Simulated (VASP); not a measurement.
Set up this calculation in VASP 6.6.1, as the native input.

```yaml
Task: single point
Functional: PBE
Potentials_or_basis: VASP PAW PBE potentials, release 64 (Fe)
Cutoff: 520 eV
k_mesh: 16 × 16 × 16
Occupations: fermi-dirac, width 0.05 eV
Spin: collinear spin, ferromagnetic start
Starting_moments: "[3.0] μB"
Dipole_correction: no
Further_INCAR_settings: ALGO = Normal; EDIFF = 1e-07; NBANDS = 14
```

The structure of Fe lies in POSCAR:

```
Fe
1.0
    0.0000000000      1.9481907004      1.9716337988
    1.5034179515      0.0000000000      1.9716337988
    1.5034179515      1.9481907004      0.0000000000
Fe
1
Direct
    0.0000000000      0.0000000000      0.0000000000
```

These files were run (other wordings do the same):

INCAR

```
SYSTEM = Fe
ALGO = Normal
EDIFF = 1E-7
ENCUT = 520
GGA = PE
ISIF = 2
ISMEAR = -1
ISPIN = 2
LASPH = .TRUE.
LCHARG = .FALSE.
LMAXMIX = 4
LORBIT = 11
LREAL = .FALSE.
LWAVE = .FALSE.
MAGMOM = 3
NBANDS = 14
NELM = 150
PREC = Accurate
SIGMA = 0.05
```

KPOINTS

```
k-points
0
G
  16 16 16
  0 0 0
```

Potentials or basis: VASP PAW PBE potentials, release 64 (Fe).

Command:

```bash
$ cat potpaw_PBE.64/Fe/POTCAR > POTCAR
$ mpirun -np 1 vasp_std > vasp.out
```

Results of the run:

```yaml
Pressure: -2.1 GPa
Net_moment: 2.25 μB per cell
Site_moments: Fe +2.25 μB
Valence_electrons_inside_the_program's_atomic_spheres: Fe 7.24
```

Caveat: the stress differs along the axes, from -7 to 1 GPa.

Run time: 2.2 min on 1 thread of Intel Xeon 8259CL (shared host), peak memory 0.27 GiB.
